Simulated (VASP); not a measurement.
# TiO2 (Rutile) (P4_2/mnm) in VASP: notebook

The runs below take TiO2 (Rutile) through single point, with PBE.

Program: VASP 6.6.1. These are calculated values, not measurements. Logs are shortened: lines on timing, memory, paths and dates and some standing lists are left out, and cuts for length are marked.

### 1 The cell of the first run

Symmetry: P4_2/mnm, No. 136, tetragonal system. Conventional cell: a = 4.498 Å, b = 4.498 Å, c = 2.897 Å, α = 90.00°, β = 90.00°, γ = 90.00°. Ti (site symmetry mmm) has 6 O at 1.91 to 1.94 Å within 2.5 Å. O (site symmetry m2m) has 3 Ti at 1.91 to 1.94 Å and 1 O at 2.48 Å within 2.5 Å.

### 2 Single point, PBE

Contents of INCAR:

```
SYSTEM = TiO2
PREC = Accurate
ENCUT = 520
EDIFF = 1E-7
ISMEAR = 0
SIGMA = 0.01
LREAL = .False.
LASPH = .True.
NELM = 80
ALGO = Normal
ISIF = 2
LWAVE = .False.
LCHARG = .False.
GGA = PE
NBANDS = 33
```

Contents of KPOINTS:

```
regular mesh
0
Gamma
  4 4 6
  0 0 0
```

Contents of POSCAR:

```
TiO2
1.0
    4.4984553284      0.0000000000      0.0000000000
    0.0000000000      4.4984553284      0.0000000000
    0.0000000000      0.0000000000      2.8970279579
Ti O
2 4
Direct
    0.0000000000      0.0000000000      0.0000000000
    0.5000000000      0.5000000000      0.5000000000
    0.3049600000      0.3049600000      0.0000000000
    0.1950400000      0.8049600000      0.5000000000
    0.6950400000      0.6950400000      0.0000000000
    0.8049600000      0.1950400000      0.5000000000
```

Potentials or basis: VASP PAW PBE potentials, release 64 (Ti_sv, O).

On the command line:

```console
> cat potpaw_PBE.64/Ti_sv/POTCAR potpaw_PBE.64/O/POTCAR > POTCAR
> mpirun -np 1 vasp_std > vasp.out
```

OUTCAR:

```text
SYSTEM = TiO2
   PREC = Accurate
   ENCUT = 520
   EDIFF = 1E-7
   ISMEAR = 0
   LREAL = .False.
   LASPH = .True.
   NELM = 80
   ISIF = 2
   GGA = PE

 ion  position               nearest neighbor table
   1  0.000  0.000  0.000-   4 1.91   6 1.91   4 1.91   6 1.91   5 1.94   3 1.94
   2  0.500  0.500  0.500-   3 1.91   5 1.91   3 1.91   5 1.91   4 1.94   6 1.94
   3  0.305  0.305  0.000-   2 1.91   2 1.91   1 1.94
   4  0.195  0.805  0.500-   1 1.91   1 1.91   2 1.94
   5  0.695  0.695  0.000-   2 1.91   2 1.91   1 1.94
   6  0.805  0.195  0.500-   1 1.91   1 1.91   2 1.94

  LATTYP: Found a simple tetragonal cell.
 ALAT       =     4.4984553284
 C/A-ratio  =     0.6440050520

  Lattice vectors:

 A1 = (   4.4984553284,   0.0000000000,   0.0000000000)
 A2 = (   0.0000000000,   4.4984553284,   0.0000000000)
 A3 = (   0.0000000000,   0.0000000000,   2.8970279579)

Analysis of symmetry for initial positions (statically):
=====================================================================
 Subroutine PRICEL returns:
 Original cell was already a primitive cell.

 Routine SETGRP: Setting up the symmetry group for a
 simple tetragonal supercell.

 Subroutine GETGRP returns: Found 16 space group operations
 (whereof  8 operations were pure point group operations)
 out of a pool of 16 trial point group operations.

The static configuration has the point symmetry D_2h.
 The point group associated with its full space group is D_4h.

Analysis of symmetry for dynamics (positions and initial velocities):
=====================================================================
 Subroutine PRICEL returns:
 Original cell was already a primitive cell.

 Routine SETGRP: Setting up the symmetry group for a
 simple tetragonal supercell.

 Subroutine GETGRP returns: Found 16 space group operations
 (whereof  8 operations were pure point group operations)
 out of a pool of 16 trial point group operations.

The dynamic configuration has the point symmetry D_2h.
 The point group associated with its full space group is D_4h.

 Subroutine INISYM returns: Found 16 space group operations
 (whereof  8 operations are pure point group operations),
 and found     1 'primitive' translations

----------------------------------------------------------------------------------------

                                     Primitive cell

  volume of cell :      58.6245

  direct lattice vectors                    reciprocal lattice vectors
     4.498455328  0.000000000  0.000000000     0.222298528  0.000000000  0.000000000
     0.000000000  4.498455328  0.000000000     0.000000000  0.222298528  0.000000000
     0.000000000  0.000000000  2.897027958     0.000000000  0.000000000  0.345181343

  length of vectors
     4.498455328  4.498455328  2.897027958     0.222298528  0.222298528  0.345181343

  position of ions in fractional coordinates (direct lattice)
     0.000000000  0.000000000  0.000000000
     0.500000000  0.500000000  0.500000000
     0.304960000  0.304960000  0.000000000
     0.195040000  0.804960000  0.500000000
     0.695040000  0.695040000  0.000000000
     0.804960000  0.195040000  0.500000000

  ion indices of the primitive-cell ions
   primitive index   ion index
                 1           1
                 2           2
                 3           3
                 4           4
                 5           5
                 6           6

----------------------------------------------------------------------------------------

 KPOINTS: regular mesh

Automatic generation of k-mesh.
 Grid dimensions read from file:
 generate k-points for:    4    4    6

 Generating k-lattice:

  Cartesian coordinates                     Fractional coordinates (reciprocal lattice)
     0.055574632  0.000000000  0.000000000     0.250000000  0.000000000  0.000000000
     0.000000000  0.055574632  0.000000000     0.000000000  0.250000000  0.000000000
     0.000000000  0.000000000  0.057530224     0.000000000  0.000000000  0.166666667

  Length of vectors
     0.055574632  0.055574632  0.057530224

  Shift w.r.t. Gamma in fractional coordinates (k-lattice)
     0.000000000  0.000000000  0.000000000

 Subroutine IBZKPT returns following result:
 ===========================================

 Found     24 irreducible k-points:

 Following reciprocal coordinates:
            Coordinates               Weight
  0.000000  0.000000  0.000000      1.000000
  0.250000  0.000000  0.000000      4.000000
  0.500000  0.000000  0.000000      2.000000
  0.250000  0.250000  0.000000      4.000000
  0.500000  0.250000  0.000000      4.000000
  0.500000  0.500000  0.000000      1.000000
[... 16 lines left out ...]
  0.500000  0.250000  0.500000      4.000000
  0.500000  0.500000  0.500000      1.000000
   k-points           NKPTS =     24   k-points in BZ     NKDIM =     24   number of bands    NBANDS=     33
   number of dos      NEDOS =    301   number of ions     NIONS =      6
   total plane-waves  NPLWV =  31104
   dimension x,y,z NGX =    36 NGY =   36 NGZ =   24
   dimension x,y,z NGXF=    72 NGYF=   72 NGZF=   48
   ions per type =               2   4
   NGX,Y,Z   is equivalent  to a cutoff of  13.30, 13.30, 13.77 a.u.
   NGXF,Y,Z  is equivalent  to a cutoff of  26.61, 26.61, 27.54 a.u.
 SYSTEM =  TiO2
   PREC   = accura    normal or accurate (medium, high low for compatibility)
   ISTART =      0    job   : 0-new  1-cont  2-samecut
   ICHARG =      2    charge: 1-file 2-atom 10-const
   ISPIN  =      1    spin polarized calculation?
   LNONCOLLINEAR =      F non collinear calculations
   LSORBIT =      F    spin-orbit coupling
   LASPH  =      T    aspherical Exc in radial PAW
   ENCUT  =  520.0 eV  38.22 Ry    6.18 a.u.   8.36  8.36  5.39*2*pi/ulx,y,z
   NELM   =     80;   NELMIN=  2; NELMDL= -5     # of ELM steps
   EDIFF  = 0.1E-06   stopping-criterion for ELM
   LREAL  =      F    real-space projection
   EDIFFG = 0.1E-05   stopping-criterion for IOM
   NSW    =      0    number of steps for IOM
   IBRION =     -1    ionic relax: 0-MD 1-quasi-New 2-CG
   NFREE  =      0    steps in history (QN), initial steepest desc. (CG)
   ISIF   =      2    stress and relaxation
   ISYM   =      2    0-nonsym 1-usesym 2-fastsym
   POTIM  = 0.5000    time-step for ionic-motion
   TEBEG  =    0.0;   TEEND  =   0.0 temperature during run
   PSTRESS=    0.0 pullay stress
   NELECT =      48.0000    total number of electrons
   NUPDOWN=      -1.0000    fix difference up-down
   EMIN   =  10.00;   EMAX   =-10.00  energy-range for DOS
   EFERMI =   0.00;   METHOD = LEGACY
   ISMEAR =     0;   SIGMA  =   0.01  broadening in eV -4-tet -1-fermi 0-gaus
   EFERMI_NEDOS =   21; number of points for ismear=-14 and -15
   IALGO  =     38    algorithm
   IMIX   =      4    mixing-type and parameters
     AMIX     =   0.40;   BMIX     =  1.00
     AMIX_MAG =   1.60;   BMIX_MAG =  1.00
  volume/ion in A,a.u.               =       9.77        65.94
  Fermi-wavevector in a.u.,A,eV,Ry     =   1.531541  2.894194 31.914085  2.345619
  Thomas-Fermi vector in A             =   2.638872
   LORBIT       =      0    0 simple, 1 ext, 2 COOP (PROOUT), +10 PAW based schemes
   GGA     = PE    functional components
   LHFCALC =     F    Hartree Fock is set to
   AEXX    =    0.0000 exact exchange contribution
   IVDW    =     0    specifies the selected vdW correction
   LEPSILON=     F    determine dielectric tensor
   LRPA    =     F    only Hartree local field effects (RPA)
 non-spin polarized calculation
 Gauss-broadening in eV      SIGMA  =   0.01
  energy-cutoff  :      520.00
  volume of cell :       58.62
 maximum number of plane-waves:      1612
 NGX is ok and might be reduce to    36
   NGX = 17   NGY = 17   NGZ = 11

 number of electron      47.9999990 magnetization

 Free energy of the ion-electron system (eV)
  ---------------------------------------------------
  ext. energy  EPLUGINS =         0.00000000
  ---------------------------------------------------
  free energy    TOTEN  =       -53.29640366 eV

  energy without entropy =      -53.29640366  energy(sigma->0) =      -53.29640366

 E-fermi :   5.6743     XC(G=0): -11.7512

 val. band max:        5.5136239513   @ k =   0.0000   0.0000   0.0000
 cond. band min:       7.5364747211   @ k =   0.0000   0.0000   0.0000
 fundamental gap:      2.0228507698
 Fermi energy:         5.6743486661

 k-point     1 :       0.0000    0.0000    0.0000
  band No.  band energies     occupation
      1     -51.1813      2.00000
      2     -51.1571      2.00000
      3     -27.5607      2.00000
      4     -27.5607      2.00000
      5     -27.3434      2.00000
      6     -27.3434      2.00000
[... 25 lines left out ...]
     32      12.7220      0.00000
     33      12.7267      0.00000

 k-point     2 :       0.2500    0.0000    0.0000
  band No.  band energies     occupation
      1     -51.1777      2.00000
      2     -51.1607      2.00000
      3     -27.5351      2.00000
      4     -27.5327      2.00000
      5     -27.3747      2.00000
      6     -27.3722      2.00000
[... 25 lines left out ...]
     32      12.5100      0.00000
     33      12.5480      0.00000

 k-point     3 :       0.5000    0.0000    0.0000
  band No.  band energies     occupation
      1     -51.1692      2.00000
      2     -51.1692      2.00000
      3     -27.4882      2.00000
      4     -27.4882      2.00000
      5     -27.4225      2.00000
      6     -27.4225      2.00000
[... 25 lines left out ...]
     32      12.1878      0.00000
     33      12.3175      0.00000

 k-point     4 :       0.2500    0.2500    0.0000
  band No.  band energies     occupation
      1     -51.1752      2.00000
      2     -51.1631      2.00000
      3     -27.5695      2.00000
      4     -27.4889      2.00000
      5     -27.4218      2.00000
      6     -27.3381      2.00000
[... 673 lines left out ...]
     32      11.9211      0.00000
     33      12.1483      0.00000

 k-point    23 :       0.5000    0.2500    0.5000
  band No.  band energies     occupation
      1     -51.1154      2.00000
      2     -51.1154      2.00000
      3     -27.8465      2.00000
      4     -27.8465      2.00000
      5     -27.3701      2.00000
      6     -27.3701      2.00000
[... 25 lines left out ...]
     32      11.2907      0.00000
     33      12.8949      0.00000

 k-point    24 :       0.5000    0.5000    0.5000
  band No.  band energies     occupation
      1     -51.1154      2.00000
      2     -51.1154      2.00000
      3     -27.8381      2.00000
      4     -27.8381      2.00000
      5     -27.3791      2.00000
      6     -27.3791      2.00000
[... 25 lines left out ...]
     32      11.9707      0.00000
     33      12.1363      0.00000

------------------------ aborting loop because EDIFF is reached ----------------------------------------

  FORCE on cell =-STRESS in cart. coord.  units (eV):
  Direction    XX          YY          ZZ          XY          YZ          ZX
  --------------------------------------------------------------------------------------
  -------------------------------------------------------------------------------------
  Total        8.2240466      8.2240466      9.7200465     -0.0000000      0.0000000      0.0000000
  in kB      224.7587648    224.7587648    265.6436362     -0.0000000      0.0000000      0.0000000
  external PRESSURE =     238.3870553 kB  Pullay stress =       0.0000000 kB

 VOLUME and BASIS-vectors are now :
 -----------------------------------------------------------------------------
  energy-cutoff  :      520.00
  volume of cell :       58.62
      direct lattice vectors                 reciprocal lattice vectors
     4.498455328  0.000000000  0.000000000     0.222298528  0.000000000  0.000000000
     0.000000000  4.498455328  0.000000000     0.000000000  0.222298528  0.000000000
     0.000000000  0.000000000  2.897027958     0.000000000  0.000000000  0.345181343

 POSITION                                       TOTAL-FORCE (eV/Angst)
 -----------------------------------------------------------------------------------
      0.00000      0.00000      0.00000         0.000000      0.000000     -0.000000
      2.24923      2.24923      1.44851         0.000000      0.000000     -0.000000
      1.37185      1.37185      0.00000        -0.327587     -0.327587      0.000000
      0.87738      3.62108      1.44851         0.327587     -0.327587      0.000000
      3.12661      3.12661      0.00000         0.327587      0.327587     -0.000000
      3.62108      0.87738      1.44851        -0.327587      0.327587     -0.000000
 -----------------------------------------------------------------------------------
    total drift:                                0.000000      0.000000     -0.000000

  FREE ENERGIE OF THE ION-ELECTRON SYSTEM (eV)
  ---------------------------------------------------
  free  energy   TOTEN  =       -53.2964036646 eV

  energy  without entropy=      -53.2964036646  energy(sigma->0) =      -53.29640366
```

It took 54 s on 1 thread of Intel Xeon 6975P-C, shared host; peak memory 0.19 GiB.

What came out:

| Item | Value |
| --- | --- |
| Free energy | -53.2964 eV |
| Pressure | 23.8 GPa |
| Largest force | 0.463 eV/Å |
| Band gap on the k mesh | 2.02 eV, direct |

Forces on the atoms (eV/Å):
```
Ti   0.000  0.000  0.000
Ti   0.000  0.000  0.000
O   -0.328 -0.328  0.000
O    0.328 -0.328  0.000
O    0.328  0.328  0.000
O   -0.328  0.328  0.000
```

A k mesh can miss the band edges. PBE gaps usually lie below the measured ones, often by a third to a half.

### 3 Single point, PBE

This run uses another cell than the first one, of 9.98 Å³/atom, 1.021 times its volume.

Contents of INCAR:

```
  ALGO = Normal
  EDIFF = 1E-7
  ENCUT = 520
  GGA = PE
  ISIF = 2
  ISMEAR = 0
  LASPH = T
  LCHARG = T
  LELF = T
  LREAL = F
  LVHAR = T
  LWAVE = F
  NBANDS = 33
  NELM = 60
  PREC = Accurate
  SIGMA = 0.01
```

Contents of KPOINTS:

```
k-points
0
Gamma
  4 4 6
```

Changes to POSCAR since step 2:

```diff
@@ -2,5 +2,5 @@
 1.0
-    4.4984553284      0.0000000000      0.0000000000
-    0.0000000000      4.4984553284      0.0000000000
-    0.0000000000      0.0000000000      2.8970279579
+    4.5301356351      0.0000000000      0.0000000000
+    0.0000000000      4.5301356351      0.0000000000
+    0.0000000000      0.0000000000      2.9174302354
 Ti O
```

Potentials or basis: VASP PAW PBE potentials, release 64 (Ti_sv, O).

On the command line:

```console
> cat potpaw_PBE.64/Ti_sv/POTCAR potpaw_PBE.64/O/POTCAR > POTCAR
> mpirun -np 1 vasp_std > vasp.out
```

Run time: 55 s. Hardware: 1 thread of Intel Xeon 6975P-C, shared host; peak memory 0.19 GiB.

It converged, with:

| Item | Value |
| --- | --- |
| Free energy | -53.4582 eV |
| Pressure | 17.3 GPa |
| Largest force | 0.343 eV/Å |
| Band gap on the k mesh | 1.97 eV, direct |

Forces in eV/Å, atoms in the order of the input:
```
Ti   0.000  0.000  0.000
Ti   0.000  0.000  0.000
O   -0.242 -0.242  0.000
O    0.242 -0.242  0.000
O    0.242  0.242  0.000
O   -0.242  0.242  0.000
```

Stress tensor (GPa, compression positive):
```
16.49  0.00  0.00
 0.00 16.49  0.00
 0.00  0.00 18.90
```

Levels at points of the mesh, in eV from the valence-band top:
```csv
k point,band 21,band 22,band 23,band 24,band 25,band 26,band 27,band 28
"(0.00, 0.00, 0.00)",-0.69,-0.45,-0.45,0.00,1.97,2.31,2.54,2.64
"(0.50, 0.00, 0.00)",-1.67,-1.67,-0.78,-0.78,2.70,2.70,3.20,3.20
"(0.50, 0.50, 0.00)",-1.31,-1.31,-1.05,-1.05,2.02,2.02,2.66,2.66
"(0.00, 0.00, 0.50)",-2.52,-2.52,-1.45,-1.45,3.13,3.13,3.36,3.36
"(0.50, 0.00, 0.50)",-2.13,-2.13,-1.09,-1.09,2.00,2.00,3.39,3.39
"(0.50, 0.50, 0.50)",-1.35,-1.35,-0.67,-0.67,2.72,2.72,3.40,3.40
```

A k mesh can miss the band edges. As with any semilocal functional, this PBE gap is likely too small.

### 4 Single point, PBE

This run uses another cell than the first one, of 11.02 Å³/atom, 1.128 times its volume.

Contents of INCAR:

```
SYSTEM = TiO2
ALGO = Normal ; EDIFF = 1E-6
ENCUT = 520 ; GGA = PE
ISIF = 2 ; ISMEAR = 0
LASPH = .True. ; LCHARG = .True.
LELF = .True. ; LREAL = .False.
LVHAR = .True. ; LWAVE = .False.
NBANDS = 33 ; NELM = 80
PREC = Accurate ; SIGMA = 0.01
```

Contents of KPOINTS:

```
k-points
0
Gamma
  4 4 6
  0 0 0
```

Changes to POSCAR since step 3:

```diff
@@ -2,5 +2,5 @@
 1.0
-    4.5301356351      0.0000000000      0.0000000000
-    0.0000000000      4.5301356351      0.0000000000
-    0.0000000000      0.0000000000      2.9174302354
+    4.6822660031      0.0000000000      0.0000000000
+    0.0000000000      4.6822660031      0.0000000000
+    0.0000000000      0.0000000000      3.0154029610
 Ti O
```

On the command line:

```console
> cat potpaw_PBE.64/Ti_sv/POTCAR potpaw_PBE.64/O/POTCAR > POTCAR
> mpirun -np 1 vasp_std > vasp.out
```

Run time: 55 s. Hardware: 1 thread of Intel Xeon 6975P-C, shared host; peak memory 0.19 GiB.

The run converged. Its results:

```
Free energy            : -53.6293 eV
Pressure               : -6.9 GPa
Largest force          : 0.148 eV/Å
Band gap on the k mesh : 1.73 eV, direct
```

Forces in eV/Å, atoms in the order of the input:
```
Ti   0.000  0.000  0.000
Ti   0.000  0.000  0.000
O    0.105  0.105  0.000
O   -0.105  0.105  0.000
O   -0.105 -0.105  0.000
O    0.105 -0.105  0.000
```

Stress tensor (GPa, compression positive):
```
-5.67  0.00  0.00
 0.00 -5.67  0.00
 0.00  0.00 -9.42
```

Levels at points of the mesh, in eV from the valence-band top:
```
           k point  band 21  band 22  band 23  band 24  band 25  band 26  band 27  band 28
(0.00, 0.00, 0.00)    -0.71    -0.44    -0.44     0.00     1.73     2.00     2.22     2.30
(0.50, 0.00, 0.00)    -1.59    -1.59    -0.69    -0.69     2.33     2.33     2.76     2.76
(0.50, 0.50, 0.00)    -1.29    -1.29    -1.04    -1.04     1.76     1.76     2.32     2.32
(0.00, 0.00, 0.50)    -2.16    -2.16    -1.38    -1.38     2.73     2.73     2.89     2.89
(0.50, 0.00, 0.50)    -1.93    -1.93    -0.96    -0.96     1.78     1.78     2.91     2.91
(0.50, 0.50, 0.50)    -1.18    -1.18    -0.67    -0.67     2.40     2.40     2.93     2.93
```

A k mesh can miss the band edges.

### 5 Summary

```tsv
cell	gap on the mesh (eV)	pressure (GPa)	largest force (eV/Å)
a = 4.498, b = 4.498, c = 2.897 Å, 6 atoms	2.02	23.8	0.46
a = 4.530, b = 4.530, c = 2.917 Å, 6 atoms	1.97	17.3	0.34
a = 4.682, b = 4.682, c = 3.015 Å, 6 atoms	1.73	-6.9	0.15
```

Alike in all rows: task single point; level PBE; potentials or basis VASP PAW PBE potentials, release 64 (Ti_sv, O); no spin polarisation; k mesh 4 × 4 × 6; cutoff (eV) 520; smearing gaussian 0.01 eV.

Absolute energies hang on the potentials; compare differences alone.
